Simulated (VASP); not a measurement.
Set up this calculation in VASP 6.6.1, as the native input.

- Task: single point
- Functional: HSE06
- Potentials or basis: VASP PAW PBE potentials, release 64 (Pb_d, Se)
- Cutoff: 520 eV
- k mesh: 4 × 4 × 4
- Occupations: gaussian, width 0.01 eV
- Spin: no spin polarisation
- Dipole correction: no
- Grid for exact exchange (PRECFOCK): Normal
- Further INCAR settings: ALGO = Normal; EDIFF = 1e-06; NBANDS = 17
- Share of exact exchange: 0.25
- Screening parameter: 0.2079 1/Å

Crystal: PbSe.

```xyz
2
Lattice="0.1317 3.5549 3.5549 3.5549 0.1317 3.5549 3.5549 3.5549 0.1317" Properties=species:S:1:pos:R:3 pbc="T T T"
Pb    0.0167    0.0167    0.0167
Se    1.7937    1.7937    1.7937
```

This cell differs from its parent crystal: strain along [111] +5.8%.

These files were run (other wordings do the same):

POSCAR

```
PbSe
1.0
    0.1316792525      3.5548833901      3.5548833901
    3.5548833901      0.1316792525      3.5548833901
    3.5548833901      3.5548833901      0.1316792525
Pb Se
1 1
Direct
    0.0023010739      0.0023010739      0.0023010739
    0.2476989261      0.2476989261      0.2476989261
```

INCAR.step1

```
SYSTEM = PbSe
  ALGO = Normal
  EDIFF = 1E-5
  ENCUT = 520
  GGA = PE
  ISIF = 2
  ISMEAR = 0
  LASPH = .TRUE.
  LCHARG = .FALSE.
  LREAL = .FALSE.
  LWAVE = .TRUE.
  NBANDS = 17
  NELM = 60
  PREC = Accurate
  SIGMA = 0.01
```

INCAR.step2

```
SYSTEM = PbSe
  ALGO = Normal
  EDIFF = 1E-6
  ENCUT = 520
  GGA = PE
  HFSCREEN = 0.2079
  ISIF = 2
  ISMEAR = 0
  ISTART = 1
  LASPH = .TRUE.
  LCHARG = .FALSE.
  LHFCALC = .TRUE.
  LREAL = .FALSE.
  LWAVE = .FALSE.
  NBANDS = 17
  NELM = 60
  PREC = Accurate
  PRECFOCK = Normal
  SIGMA = 0.01
```

KPOINTS

```
k-points
0
G
  4 4 4
  0 0 0
```

Potentials or basis: VASP PAW PBE potentials, release 64 (Pb_d, Se).

Command:

```console
$ cat potpaw_PBE.64/Pb_d/POTCAR potpaw_PBE.64/Se/POTCAR > POTCAR
$ cp INCAR.step1 INCAR
$ mpirun -np 1 vasp_std > vasp.out
$ cp INCAR.step2 INCAR
$ mpirun -np 1 vasp_std > vasp.out
```

Results of the run:

The pressure is -1.7 GPa and the largest force is 0.024 eV/Å. The band gap on the k mesh is 1.26 eV (least direct gap 1.77 eV).

Caveat: the cell differs from its parent crystal (strain along [111] +5.8%); the structure was generated, so it needn't be the stable form of PbSe; the PAW data sets were made with another functional, which shifts forces and pressure a little; spin-orbit coupling is left out, which moves the levels of the heavy elements.

Wall time 25 min on 1 thread of Intel(R) Xeon(R) Platinum 8124M CPU @ 3.00GHz (Skylake/Cascade Lake), on a shared host, peak memory 0.36 GiB.
